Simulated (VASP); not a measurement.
A run of VASP 6.6.1:

INCAR

```
SYSTEM = Sn
ALGO = Normal
EDIFF = 1E-6
ENCUT = 520
ISIF = 2
ISMEAR = 1
LASPH = .TRUE.
LCHARG = .TRUE.
LELF = .TRUE.
LREAL = .FALSE.
LVHAR = .TRUE.
LWAVE = .FALSE.
NBANDS = 13
NELM = 100
PREC = Accurate
SIGMA = 0.1
```

The input KPOINTS:

```
k-points
0
G
  14 14 14
  0 0 0
```

Contents of POSCAR:

```
Sn
1.0
   -1.7265400000      1.7755500000      2.3539289333
    1.7265400000     -1.7755500000      2.3539289333
    1.7265400000      1.7755500000     -2.3539289333
Sn
1
Direct
    0.0000000000      0.0000000000      0.0000000000
```

Potentials or basis: VASP PAW LDA potentials, release 64 (Sn_d).

The run is started by

```sh
$ cat potpaw_LDA.64/Sn_d/POTCAR > POTCAR
$ mpirun -np 1 vasp_std > vasp.out
```

Hardware: 1 thread of Intel Xeon 8259CL (shared host).

Task: How long does it take, and how much memory?

Result: Wall time 2.8 min on 1 thread of Intel Xeon 8259CL, on a shared host, peak memory 0.26 GiB. Counts: scf iterations 9, k points 428.
